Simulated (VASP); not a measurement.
# KCl (Fm-3m) in VASP: density of states with PBE

Aim: the density of states of KCl with PBE.

Program: VASP 6.6.1. These are calculated values, not measurements. Logs are shortened: lines on timing, memory, paths and dates and some standing lists are left out, and cuts for length are marked.

## Step 1: The cell of the first run

It takes space group Fm-3m (No. 225, cubic). Conventional cell: a = 6.378 Å, b = 6.378 Å, c = 6.378 Å, α = 90.00°, β = 90.00°, γ = 90.00°. Within 4.2 Å of K (site symmetry m-3m) lie 6 Cl at 3.19 Å. Cl (site symmetry m-3m) has 6 K at 3.19 Å within 4.2 Å.

## Step 2: Density of states, PBE

Input file POSCAR:

```
KCl
1.0
    0.0000000000      3.1891815558      3.1891815558
    3.1891815558      0.0000000000      3.1891815558
    3.1891815558      3.1891815558      0.0000000000
K Cl
1 1
Direct
    0.0000000000      0.0000000000      0.0000000000
    0.5000000000      0.5000000000      0.5000000000
```

Input file INCAR.step1:

```
  PREC = Accurate
  ENCUT = 520
  EDIFF = 1E-7
  ISMEAR = 0
  SIGMA = 0.02
  LREAL = False
  LASPH = True
  NELM = 80
  ALGO = Normal
  ISIF = 2
  LWAVE = False
  LCHARG = True
  GGA = PE
  NBANDS = 15
```

Input file KPOINTS.step1:

```
Automatic mesh
0
Gamma
  6 6 6
```

Input file INCAR.step2:

```
  PREC = Accurate
  ENCUT = 520
  EDIFF = 1E-7
  ISMEAR = -5
  SIGMA = 0.02
  LREAL = False
  LASPH = True
  NELM = 80
  ALGO = Normal
  ISIF = 2
  LWAVE = False
  LCHARG = False
  GGA = PE
  LORBIT = 11
  NBANDS = 15
  NEDOS = 1001
  ICHARG = 11
```

Input file KPOINTS.step2:

```
Automatic mesh
0
Gamma
  9 9 9
```

Potentials or basis: VASP PAW PBE potentials, release 64 (K_sv, Cl).

On the command line:

```
cat potpaw_PBE.64/K_sv/POTCAR potpaw_PBE.64/Cl/POTCAR > POTCAR
cp INCAR.step1 INCAR
cp KPOINTS.step1 KPOINTS
mpirun -np 1 vasp_std > vasp.out
cp INCAR.step2 INCAR
cp KPOINTS.step2 KPOINTS
mpirun -np 1 vasp_std > vasp.out
```

OUTCAR:

```text
PREC = Accurate
   ENCUT = 520
   EDIFF = 1E-7
   ISMEAR = -5
   LREAL = False
   LASPH = True
   NELM = 80
   ISIF = 2
   GGA = PE
   LORBIT = 11
   ICHARG = 11

 ion  position               nearest neighbor table
   1  0.000  0.000  0.000-   2 3.19   2 3.19   2 3.19   2 3.19   2 3.19   2 3.19
   2  0.500  0.500  0.500-   1 3.19   1 3.19   1 3.19   1 3.19   1 3.19   1 3.19

  LATTYP: Found a face centered cubic cell.
 ALAT       =     6.3783631116

  Lattice vectors:

 A1 = (   0.0000000000,   3.1891815558,   3.1891815558)
 A2 = (   3.1891815558,   0.0000000000,   3.1891815558)
 A3 = (   3.1891815558,   3.1891815558,   0.0000000000)

Analysis of symmetry for initial positions (statically):
=====================================================================
 Subroutine PRICEL returns:
 Original cell was already a primitive cell.

 Routine SETGRP: Setting up the symmetry group for a
 face centered cubic supercell.

 Subroutine GETGRP returns: Found 48 space group operations
 (whereof 48 operations were pure point group operations)
 out of a pool of 48 trial point group operations.

The static configuration has the point symmetry O_h .

Analysis of symmetry for dynamics (positions and initial velocities):
=====================================================================
 Subroutine PRICEL returns:
 Original cell was already a primitive cell.

 Routine SETGRP: Setting up the symmetry group for a
 face centered cubic supercell.

 Subroutine GETGRP returns: Found 48 space group operations
 (whereof 48 operations were pure point group operations)
 out of a pool of 48 trial point group operations.

The dynamic configuration has the point symmetry O_h .

 Subroutine INISYM returns: Found 48 space group operations
 (whereof 48 operations are pure point group operations),
 and found     1 'primitive' translations

----------------------------------------------------------------------------------------

                                     Primitive cell

  volume of cell :      64.8736

  direct lattice vectors                    reciprocal lattice vectors
     0.000000000  3.189181556  3.189181556    -0.156780036  0.156780036  0.156780036
     3.189181556  0.000000000  3.189181556     0.156780036 -0.156780036  0.156780036
     3.189181556  3.189181556  0.000000000     0.156780036  0.156780036 -0.156780036

  length of vectors
     4.510183809  4.510183809  4.510183809     0.271550988  0.271550988  0.271550988
[... 100 lines left out ...]
   IALGO  =     38    algorithm
   IMIX   =      4    mixing-type and parameters
     AMIX     =   0.40;   BMIX     =  1.00
     AMIX_MAG =   1.60;   BMIX_MAG =  1.00
  volume/ion in A,a.u.               =      32.44       218.89
  Fermi-wavevector in a.u.,A,eV,Ry     =   1.026657  1.940101 14.340889  1.054026
  Thomas-Fermi vector in A             =   2.160562
   LORBIT       =     11    0 simple, 1 ext, 2 COOP (PROOUT), +10 PAW based schemes
   GGA     = PE    functional components
   LHFCALC =     F    Hartree Fock is set to
   AEXX    =    0.0000 exact exchange contribution
   IVDW    =     0    specifies the selected vdW correction
   LEPSILON=     F    determine dielectric tensor
   LRPA    =     F    only Hartree local field effects (RPA)
 non-spin polarized calculation
 Fermi weights with tetrahedron method with Bloechl corrections
  energy-cutoff  :      520.00
  volume of cell :       64.87
 maximum number of plane-waves:      1807
 NGX is ok and might be reduce to    36

 number of electron      15.9999998 magnetization

 Free energy of the ion-electron system (eV)
  ---------------------------------------------------
  ext. energy  EPLUGINS =         0.00000000
  ---------------------------------------------------
  free energy    TOTEN  =        -6.81094090 eV

  energy without entropy =       -6.81094090  energy(sigma->0) =       -6.81094090

 E-fermi :  -1.9728     XC(G=0):  -7.3752

 val. band max:       -1.9980042701   @ k =   0.0000   0.0000   0.0000
 cond. band min:       3.0524296056   @ k =   0.0000   0.0000   0.0000
 fundamental gap:      5.0504338758
 Fermi energy:        -1.9728346205

 k-point     1 :       0.0000    0.0000    0.0000
  band No.  band energies     occupation
      1     -29.2966      2.00000
      2     -14.0718      2.00000
      3     -12.7566      2.00000
      4     -12.7566      2.00000
      5     -12.7566      2.00000
      6      -1.9980      2.00000
      7      -1.9980      2.00000
      8      -1.9980      2.00000
      9       3.0524      0.00000
     10       6.3568      0.00000
     11       6.3568      0.00000
     12       6.3568      0.00000
     13       7.2113      0.00000
     14       7.2113      0.00000
[... 401 lines left out ...]
      2     -13.9963      2.00000
      3     -12.8560      2.00000
      4     -12.8025      2.00000
      5     -12.8025      2.00000
      6      -2.6382      2.00000
      7      -2.2081      2.00000
      8      -2.2081      2.00000
      9       4.5999      0.00000
     10       6.0156      0.00000
     11       7.9321      0.00000
     12       8.1234      0.00000
     13       8.6182      0.00000
     14       9.4436      0.00000
     15       9.4436      0.00000

 [... further k-points ...]

------------------------ aborting loop because EDIFF is reached ----------------------------------------

  FORCE on cell =-STRESS in cart. coord.  units (eV):
  Direction    XX          YY          ZZ          XY          YZ          ZX
  --------------------------------------------------------------------------------------
  -------------------------------------------------------------------------------------
  Total        0.0156282      0.0156282      0.0156282      0.0000000      0.0000000     -0.0000000
  in kB        0.3859690      0.3859690      0.3859690      0.0000000      0.0000000     -0.0000000
  external PRESSURE =       0.3859690 kB  Pullay stress =       0.0000000 kB

 VOLUME and BASIS-vectors are now :
 -----------------------------------------------------------------------------
  energy-cutoff  :      520.00
  volume of cell :       64.87
      direct lattice vectors                 reciprocal lattice vectors
     0.000000000  3.189181556  3.189181556    -0.156780036  0.156780036  0.156780036
     3.189181556  0.000000000  3.189181556     0.156780036 -0.156780036  0.156780036
     3.189181556  3.189181556  0.000000000     0.156780036  0.156780036 -0.156780036

 POSITION                                       TOTAL-FORCE (eV/Angst)
 -----------------------------------------------------------------------------------
      0.00000      0.00000      0.00000         0.000000     -0.000000      0.000000
      3.18918      3.18918      3.18918        -0.000000      0.000000     -0.000000
 -----------------------------------------------------------------------------------
    total drift:                                0.000000      0.000000      0.000000

  FREE ENERGIE OF THE ION-ELECTRON SYSTEM (eV)
  ---------------------------------------------------
  free  energy   TOTEN  =        -6.8109409024 eV

  energy  without entropy=       -6.8109409024  energy(sigma->0) =       -6.81094090

 total charge

# of ion       s       p       d       tot
------------------------------------------
    1        1.956   5.581   0.023   7.560
    2        1.588   3.566   0.000   5.153
--------------------------------------------------
tot          3.544   9.147   0.023  12.713
```

Run time: 17 s. Hardware: 1 thread of Intel Xeon 6975P-C (Granite Rapids), shared host; peak memory 0.2 GiB.

Results:

| Property | Result |
| --- | --- |
| Valence electrons inside the program's atomic spheres | K 7.56; Cl 5.15 |
